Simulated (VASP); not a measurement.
# La3N (P4mm) in VASP: relaxation of cell and atoms with PBE

Aim: the relaxation of cell and atoms of La3N with PBE.

Program: VASP 6.6.1. These are calculated values, not measurements. Logs are shortened: lines on timing, memory, paths and dates and some standing lists are left out, and cuts for length are marked.

### 1 The cell of the first run

It takes space group P4mm (No. 99, tetragonal). Conventional cell: a = 4.691 Å, b = 4.691 Å, c = 6.748 Å, α = 90.00°, β = 90.00°, γ = 90.00°. La (site symmetry 2mm) has 2 N at 2.48 Å and 4 La at 3.32 Å within 3.4 Å. La (site symmetry 4mm) has 1 N at 2.24 Å within 3.0 Å. N (site symmetry 4mm) has 5 La at 2.24 to 2.48 Å within 3.0 Å.

The cell was generated, and may not be a known phase.

### 2 Relaxation of cell and atoms, PBE

The input, INCAR:

```
  PREC = Accurate
  ENCUT = 600
  EDIFF = 1E-6
  ISMEAR = 0
  SIGMA = 0.1
  LREAL = F
  LASPH = T
  NELM = 100
  ALGO = Normal
  ISIF = 3
  LWAVE = F
  LCHARG = F
  GGA = PE
  IBRION = 2
  NSW = 100
  EDIFFG = -0.01
```

The input, KPOINTS:

```
Automatic mesh
0
Gamma
  10 10 8
```

The input, POSCAR:

```
La3N
1.0
    4.6911980980      0.0000000000      0.0000000000
    0.0000000000      4.6911980980      0.0000000000
    0.0000000000      0.0000000000      6.7483955265
La N
3 1
Direct
    0.5000000000      0.0000000000      0.1001180842
    0.0000000000      0.5000000000      0.1001180842
    0.5000000000      0.5000000000      0.6483505531
    0.5000000000      0.5000000000      0.9807779587
```

Potentials or basis: VASP PAW PBE potentials, release 64 (La, N).

Command:

```console
$ cat potpaw_PBE.64/La/POTCAR potpaw_PBE.64/N/POTCAR > POTCAR
$ mpirun -np 1 vasp_std > vasp.out
```

OUTCAR:

```text
PREC = Accurate
   ENCUT = 600
   EDIFF = 1E-6
   ISMEAR = 0
   LREAL = F
   LASPH = T
   NELM = 100
   ISIF = 3
   GGA = PE
   IBRION = 2
   NSW = 100
   EDIFFG = -0.01

 ion  position               nearest neighbor table
   1  0.500  0.000  0.100-   4 2.48   4 2.48   2 3.32   2 3.32   2 3.32   2 3.32
   2  0.000  0.500  0.100-   4 2.48   4 2.48   1 3.32   1 3.32   1 3.32   1 3.32
   3  0.500  0.500  0.648-   4 2.24
   4  0.500  0.500  0.981-   3 2.24   2 2.48   1 2.48   1 2.48   2 2.48

  LATTYP: Found a simple tetragonal cell.
 ALAT       =     4.6911980980
 C/A-ratio  =     1.4385228220

  Lattice vectors:

 A1 = (   4.6911980980,   0.0000000000,   0.0000000000)
 A2 = (   0.0000000000,   4.6911980980,   0.0000000000)
 A3 = (   0.0000000000,   0.0000000000,   6.7483955265)

Analysis of symmetry for initial positions (statically):
=====================================================================
 Subroutine PRICEL returns:
 Original cell was already a primitive cell.

 Routine SETGRP: Setting up the symmetry group for a
 simple tetragonal supercell.

 Subroutine GETGRP returns: Found  8 space group operations
 (whereof  8 operations were pure point group operations)
 out of a pool of 16 trial point group operations.

The static configuration has the point symmetry C_4v.

Analysis of symmetry for dynamics (positions and initial velocities):
=====================================================================
 Subroutine PRICEL returns:
 Original cell was already a primitive cell.

 Routine SETGRP: Setting up the symmetry group for a
 simple tetragonal supercell.

 Subroutine GETGRP returns: Found  8 space group operations
 (whereof  8 operations were pure point group operations)
 out of a pool of 16 trial point group operations.

The dynamic configuration has the point symmetry C_4v.

 Subroutine INISYM returns: Found  8 space group operations
 (whereof  8 operations are pure point group operations),
 and found     1 'primitive' translations

----------------------------------------------------------------------------------------

                                     Primitive cell

  volume of cell :     148.5142

  direct lattice vectors                    reciprocal lattice vectors
     4.691198098  0.000000000  0.000000000     0.213165161  0.000000000  0.000000000
     0.000000000  4.691198098  0.000000000     0.000000000  0.213165161  0.000000000
     0.000000000  0.000000000  6.748395527     0.000000000  0.000000000  0.148183371

  length of vectors
     4.691198098  4.691198098  6.748395527     0.213165161  0.213165161  0.148183371

  position of ions in fractional coordinates (direct lattice)
     0.500000000  0.000000000  0.100118084
     0.000000000  0.500000000  0.100118084
     0.500000000  0.500000000  0.648350553
     0.500000000  0.500000000  0.980777959

  ion indices of the primitive-cell ions
   primitive index   ion index
                 1           1
                 2           2
                 3           3
                 4           4

----------------------------------------------------------------------------------------

 KPOINTS: Automatic mesh

Automatic generation of k-mesh.
 Grid dimensions read from file:
 generate k-points for:   10   10    8

 Generating k-lattice:

  Cartesian coordinates                     Fractional coordinates (reciprocal lattice)
     0.021316516  0.000000000  0.000000000     0.100000000  0.000000000  0.000000000
     0.000000000  0.021316516  0.000000000     0.000000000  0.100000000  0.000000000
     0.000000000  0.000000000  0.018522921     0.000000000  0.000000000  0.125000000

  Length of vectors
     0.021316516  0.021316516  0.018522921

  Shift w.r.t. Gamma in fractional coordinates (k-lattice)
     0.000000000  0.000000000  0.000000000

 Subroutine IBZKPT returns following result:
 ===========================================

 Found    105 irreducible k-points:

 Following reciprocal coordinates:
            Coordinates               Weight
  0.000000  0.000000  0.000000      1.000000
  0.100000  0.000000  0.000000      4.000000
  0.200000  0.000000  0.000000      4.000000
  0.300000  0.000000  0.000000      4.000000
  0.400000  0.000000  0.000000      4.000000
  0.500000  0.000000  0.000000      2.000000
[... 16 lines left out ...]
  0.100000  0.000000  0.125000      8.000000
  0.200000  0.000000  0.125000      8.000000
 [... further k-points ...]
   k-points           NKPTS =    105   k-points in BZ     NKDIM =    105   number of bands    NBANDS=     23
   number of dos      NEDOS =    301   number of ions     NIONS =      4
   total plane-waves  NPLWV =  86400
   dimension x,y,z NGX =    40 NGY =   40 NGZ =   54
   dimension x,y,z NGXF=    80 NGYF=   80 NGZF=  108
   ions per type =               3   1
   NGX,Y,Z   is equivalent  to a cutoff of  14.18, 14.18, 13.30 a.u.
   NGXF,Y,Z  is equivalent  to a cutoff of  28.35, 28.35, 26.61 a.u.
 SYSTEM =  unknown system
   PREC   = accura    normal or accurate (medium, high low for compatibility)
   ISTART =      0    job   : 0-new  1-cont  2-samecut
   ICHARG =      2    charge: 1-file 2-atom 10-const
   ISPIN  =      1    spin polarized calculation?
   LNONCOLLINEAR =      F non collinear calculations
   LSORBIT =      F    spin-orbit coupling
   LASPH  =      T    aspherical Exc in radial PAW
   ENCUT  =  600.0 eV  44.10 Ry    6.64 a.u.   9.37  9.37 13.48*2*pi/ulx,y,z
   NELM   =    100;   NELMIN=  2; NELMDL= -5     # of ELM steps
   EDIFF  = 0.1E-05   stopping-criterion for ELM
   LREAL  =      F    real-space projection
   EDIFFG = -.1E-01   stopping-criterion for IOM
   NSW    =    100    number of steps for IOM
   IBRION =      2    ionic relax: 0-MD 1-quasi-New 2-CG
   NFREE  =      1    steps in history (QN), initial steepest desc. (CG)
   ISIF   =      3    stress and relaxation
   ISYM   =      2    0-nonsym 1-usesym 2-fastsym
   POTIM  = 0.5000    time-step for ionic-motion
   TEBEG  =    0.0;   TEEND  =   0.0 temperature during run
   PSTRESS=    0.0 pullay stress
   NELECT =      38.0000    total number of electrons
   NUPDOWN=      -1.0000    fix difference up-down
   EMIN   =  10.00;   EMAX   =-10.00  energy-range for DOS
   EFERMI =   0.00;   METHOD = LEGACY
   ISMEAR =     0;   SIGMA  =   0.10  broadening in eV -4-tet -1-fermi 0-gaus
   EFERMI_NEDOS =   21; number of points for ismear=-14 and -15
   IALGO  =     38    algorithm
   IMIX   =      4    mixing-type and parameters
     AMIX     =   0.40;   BMIX     =  1.00
     AMIX_MAG =   1.60;   BMIX_MAG =  1.00
  volume/ion in A,a.u.               =      37.13       250.56
  Fermi-wavevector in a.u.,A,eV,Ry     =   1.039314  1.964018 14.696647  1.080173
  Thomas-Fermi vector in A             =   2.173838
   LORBIT       =      0    0 simple, 1 ext, 2 COOP (PROOUT), +10 PAW based schemes
   GGA     = PE    functional components
   LHFCALC =     F    Hartree Fock is set to
   AEXX    =    0.0000 exact exchange contribution
   IVDW    =     0    specifies the selected vdW correction
   LEPSILON=     F    determine dielectric tensor
   LRPA    =     F    only Hartree local field effects (RPA)
 conjugate gradient relaxation of ions
 non-spin polarized calculation
 Gauss-broadening in eV      SIGMA  =   0.10
  energy-cutoff  :      600.00
  volume of cell :      148.51
 maximum number of plane-waves:      4991
 NGX is ok and might be reduce to    40
   NGX = 19   NGY = 19   NGZ = 27

--------------------------------------- Ionic step        1  -------------------------------------------

 number of electron      38.0000002 magnetization

 Free energy of the ion-electron system (eV)
  ---------------------------------------------------
  ext. energy  EPLUGINS =         0.00000000
  ---------------------------------------------------
  free energy    TOTEN  =       -24.02917809 eV

  energy without entropy =      -23.99810516  energy(sigma->0) =      -24.01364162

------------------------ aborting loop because EDIFF is reached ----------------------------------------

  FORCE on cell =-STRESS in cart. coord.  units (eV):
  Direction    XX          YY          ZZ          XY          YZ          ZX
  --------------------------------------------------------------------------------------
  -------------------------------------------------------------------------------------
  Total       -0.1068741     -0.1068741     -0.0453683      0.0000000      0.0000000      0.0000000
  in kB       -1.1529615     -1.1529615     -0.4894348      0.0000000      0.0000000      0.0000000
  external PRESSURE =      -0.9317859 kB  Pullay stress =       0.0000000 kB
[... 95 lines left out ...]
  FREE ENERGIE OF THE ION-ELECTRON SYSTEM (eV)
  ---------------------------------------------------
  free  energy   TOTEN  =       -24.0295042098 eV

  energy  without entropy=      -23.9989016699  energy(sigma->0) =      -24.01420294

[... ionic steps 4 to 9 ...]

--------------------------------------- Ionic step       10  -------------------------------------------

 number of electron      38.0000003 magnetization

------------------------ aborting loop because EDIFF is reached ----------------------------------------

  FORCE on cell =-STRESS in cart. coord.  units (eV):
  Direction    XX          YY          ZZ          XY          YZ          ZX
  --------------------------------------------------------------------------------------
  -------------------------------------------------------------------------------------
  Total        0.0068903      0.0068903      0.0200982      0.0000000      0.0000000      0.0000000
  in kB        0.0748693      0.0748693      0.2183846      0.0000000      0.0000000      0.0000000
  external PRESSURE =       0.1227077 kB  Pullay stress =       0.0000000 kB
[... 61 lines left out ...]
  energy  without entropy=      -23.9986446111  energy(sigma->0) =      -24.01427181

--------------------------------------- Ionic step       12  -------------------------------------------

 number of electron      38.0000003 magnetization

 Free energy of the ion-electron system (eV)
  ---------------------------------------------------
  ext. energy  EPLUGINS =         0.00000000
  ---------------------------------------------------
  free energy    TOTEN  =       -24.02990969 eV

  energy without entropy =      -23.99869691  energy(sigma->0) =      -24.01430330

 E-fermi :   5.7525     XC(G=0):  -8.5691

 val. band max:        5.7522867631   @ k =   0.3000   0.0000   0.3750
 cond. band min:       5.7533379969   @ k =   0.3000   0.1000   0.0000
 fundamental gap:      0.0010512338
 Fermi energy:         5.7524598173

 k-point     1 :       0.0000    0.0000    0.0000
  band No.  band energies     occupation
      1     -27.6896      2.00000
      2     -27.2430      2.00000
      3     -26.7371      2.00000
      4     -12.2839      2.00000
      5     -11.7451      2.00000
      6     -11.7451      2.00000
[... 613 lines left out ...]
     22       6.3824      0.00000
     23       6.8222      0.00000

 [... further k-points ...]
[... 5 lines left out ...]
  --------------------------------------------------------------------------------------
  -------------------------------------------------------------------------------------
  Total        0.0077421      0.0077421     -0.0206022      0.0000000     -0.0000000      0.0000000
  in kB        0.0841023      0.0841023     -0.2238006      0.0000000     -0.0000000      0.0000000
  external PRESSURE =      -0.0185320 kB  Pullay stress =       0.0000000 kB
[... 19 lines left out ...]
  FREE ENERGIE OF THE ION-ELECTRON SYSTEM (eV)
  ---------------------------------------------------
  free  energy   TOTEN  =       -24.0299096938 eV

  energy  without entropy=      -23.9986969074  energy(sigma->0) =      -24.01430330

 reached required accuracy - stopping structural energy minimisation
```

It took 21 min on 1 thread of AMD EPYC 9R45 (Zen 5), shared host; peak memory 0.61 GiB.

Results:

* Free energy: -24.0299 eV
* Relaxed volume: 36.87 Å³/atom
* Relaxed cell: a = 4.684 Å, b = 4.684 Å, c = 6.722 Å, α = 90.00°, β = 90.00°, γ = 90.00°
* Space group after relaxing (to 0.1 Å): P4mm (No. 99)
* Energy gained by relaxing: 0.2 meV/atom
* Ionic steps: 12
* Pressure after relaxing: 0.0 GPa
* Largest force after relaxing: 0.005 eV/Å
* Band gap on the k mesh: zero (bands 19 and 20 overlap by 0.41 eV)

Forces in eV/Å, atoms in the order of the input:
```
La   0.000  0.000 -0.003
La   0.000  0.000 -0.003
La   0.000  0.000  0.002
N    0.000  0.000  0.005
```

Step by step:
```
step  energy change (eV)  largest force (eV/Å)  pressure (GPa)  volume (Å³)
   1              0.0000                0.0633           -0.09       148.51
   2             -0.0004                0.0488           -0.01       148.05
   3             -0.0003                0.0295            0.10       147.44
   4             -0.0004                0.0390            0.05       147.78
   5             -0.0006                0.0190           -0.01       147.76
   6             -0.0006                0.0220           -0.04       147.76
   7             -0.0007                0.0101           -0.01       147.53
   8             -0.0007                0.0107            0.00       147.52
   9             -0.0007                0.0112           -0.01       147.50
  10             -0.0007                0.0200            0.01       147.45
  11             -0.0007                0.0158            0.00       147.49
  12             -0.0007                0.0045            0.00       147.49
```

Final structure:
```
La N
1.0
     4.68432    0.00000    0.00000
     0.00000    4.68432    0.00000
     0.00000    0.00000    6.72155
La N
3 1
Direct
  0.50000 0.00000 0.10105
  0.00000 0.50000 0.10105
  0.50000 0.50000 0.64632
  0.50000 0.50000 0.98095
```

Caveat: spin-orbit coupling is left out, which moves the levels of the heavy elements.
